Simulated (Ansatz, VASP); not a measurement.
## TeW: VASP beside Ansatz

```
W Te
1.0
     0.00000    3.06183    3.06183
     3.06183    0.00000    3.06183
     3.06183    3.06183    0.00000
W Te
1 1
Direct
  0.00000 0.00000 0.00000
  0.25000 0.25000 0.25000
```

Alike in both runs: task single point; functional PBE; k mesh 12 × 12 × 12; occupations gaussian, width 0.1 eV; collinear spin.

|  | VASP | Ansatz |
| --- | --- | --- |
| version | VASP 6.6.1 | Ansatz 0.2.0 |
| potentials or method | VASP PAW PBE potentials, release 64 (W_sv, Te), cutoff 520 eV | scalar-relativistic, plane waves, PAW |
| valence electrons in the cell | 20 | 30 |

```tsv
	VASP	Ansatz	Ansatz less VASP
gap on the k mesh at the Fermi level (eV)	none	none	-
pressure (GPa)	0.0	0.0	+0.01
net moment per atom (μB)	0.70	0.70	0.000
size of the moment on the site where the two differ most (μB)	1.10	0.95	-0.152
```

Site moments also hang on the region over which each program counts them. A gap of «none» marks a metal or a gap that the smearing closes. VASP's potentials hold 20 valence electrons a cell and Ansatz's 30, so a difference there can come from the potentials and not from the codes.

Neither program's run includes spin-orbit coupling.
